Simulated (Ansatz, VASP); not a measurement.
# Two plane-wave programs on Si

File INCAR:

```
PREC = Accurate
ENCUT = 520
EDIFF = 1E-6
ISMEAR = -1
SIGMA = 0.1
LREAL = F
LASPH = T
NELM = 100
ALGO = Normal
ISIF = 2
LWAVE = F
LCHARG = F
NBANDS = 11
```

The input KPOINTS:

```
regular mesh
0
Gamma
  15 15 11
```

The input POSCAR:

```
Si
1.0
   -2.2770285943      2.2781164807      1.2571237702
    2.2781164807     -2.2770285943      1.2571237702
    2.2775970452      2.2775970452     -1.2551313041
Si
2
Direct
    0.0000145753      0.9999854247      0.0000000000
    0.7499854247      0.2500145753      0.5000000000
```

Input for Ansatz:

```yaml
crystal:
  lattice:
    - [-2.2770285943, 2.2781164807, 1.2571237702]
    - [2.2781164807, -2.2770285943, 1.2571237702]
    - [2.2775970452, 2.2775970452, -1.2551313041]
  atoms:
    - { symbol: Si, position: [1.45753e-05, 0.9999854247, 0.0] }
    - { symbol: Si, position: [0.7499854247, 0.2500145753, 0.5] }
hamiltonian:
  xc: lda
  pseudopotentials:
    kind: paw
    azcp:
      Si: "pseudopotentials/Si.paw.azcp"
basis:
  ecutwfc: 420
  fft_grid_basis: typed
kpoints:
  mp_grid: { grid: [15, 15, 11], shift: [0, 0, 0] }
magnetization:
  spin_polarized: false
scf:
  occupations: { method: fermi_dirac, width: 0.1 }
  lower_state_search: "off"
output:
  stress: true
```

Alike in both runs: task single point; functional LDA; k mesh 15 × 15 × 11; occupations fermi-dirac, width 0.1 eV; no spin polarisation.

```csv
,VASP,Ansatz
version,VASP 6.6.1,Ansatz 0.2.0
potentials or method,"VASP PAW LDA potentials, release 64 (Si), cutoff 520 eV","plane waves (420 eV) with PAW, scalar-relativistic"
valence electrons in the cell,8,8
```

Ansatz gave:

| Item | Value |
| --- | --- |
| pressure (GPa) | 19.9 |
| traceless stress, the component that is largest in VASP (GPa) | -1.22 |

Q: Which values does VASP return?

A: Pressure (GPa): 20.0; traceless stress, the component that is largest in VASP (GPa): -1.22.

Ansatz warns that its potentials were made for another functional, while VASP's fit it. LDA's correlation is that of Perdew and Zunger in VASP and of Perdew and Wang (1992) in Ansatz.
